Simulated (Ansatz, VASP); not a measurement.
Two plane-wave programs on Te2Mo

```
Te Mo
1.0
     3.45442    0.00000    0.00000
    -1.72721    2.99161    0.00000
     0.00000    0.00000   16.99809
Te Mo
2 1
Direct
  0.33333 0.66667 0.89239
  0.33333 0.66667 0.10761
  0.00000 0.00000 0.00000
```

Change from the starting cell: equal strain along all axes, cell held, atoms relaxed: -3.0 %.

Alike in both runs: functional r2SCAN; k mesh 12 × 12 × 2; occupations gaussian, width 0.02 eV; no spin polarisation.

Ansatz relaxed the structure, and its values are those at the end. VASP's run is a single point on that final structure, the one shown.

```csv
,VASP,Ansatz
version,VASP 6.6.1,Ansatz 0.2.0
potentials or method,"VASP PAW PBE potentials, release 64 (Te, Mo_sv), cutoff 520 eV","scalar-relativistic, plane waves, PAW"
valence electrons in the cell,26,46
```

Ansatz gave:

| Quantity | Value |
| --- | --- |
| gap on the k mesh at the Fermi level (eV) | 1.34 |
| least direct gap on the mesh (eV) | 1.40 |
| rms of the force components (eV/Å) | 0.000 |

Task: Which values does VASP return?

Result: gap on the k mesh at the Fermi level (eV): 1.34; least direct gap on the mesh (eV): 1.40; rms of the force components (eV/Å): 0.012.

VASP's potentials were made for PBE, not for r2SCAN. The functional is the same, so the differences come from potentials, cutoffs and numerics. VASP's potentials hold 26 valence electrons a cell and Ansatz's 46, so a difference there can come from the potentials and not from the codes. Ansatz's warnings: stress scf threshold loose, xc potential rough in thin density.

Spin-orbit coupling is off throughout.
